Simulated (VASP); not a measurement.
Runs of VASP 6.6.1 on Si. The structure is that of space group Pm-3m (No. 221), or close to it. The cells are those of the table. 

| task | cell | k mesh | cutoff (eV) | gap on the mesh (eV) | pressure (GPa) | relaxed volume (Å³/atom) |
| --- | --- | --- | --- | --- | --- | --- |
| relaxation of cell and atoms | relaxed from a = 2.624, b = 2.664, c = 2.864 Å, 1 atom | 6 × 6 × 6 | 600 | none | 0.0 | (a) |
| single point | a = 2.532 Å, 1 atom | 22 × 22 × 22 | 520 | none | 0.0 | - |
| single point | a = 2.624, b = 2.664, c = 2.864 Å, 1 atom | 6 × 6 × 6 | 520 | none | -12.8 | - |
| single point | a = 2.500, b = 2.545, c = 2.545 Å, 1 atom | 6 × 6 × 6 | 520 | none | -0.1 | - |
| relaxation of cell and atoms | relaxed from a = 2.530 Å, 1 atom | 22 × 22 × 22 | 600 | none | -0.1 | 16.25 |

Alike in all rows: level PBE; potentials or basis VASP PAW PBE potentials, release 64 (Si); no spin polarisation; smearing gaussian 0.1 eV.

Task: Fill in the values left out.

Result: (a) 16.19.

Caveats: some runs use coarse meshes; the volume moved by over 15 % at a fixed basis, so the end points are rough (at least some runs).

A gap of «none» marks levels without a gap at the run's occupations.
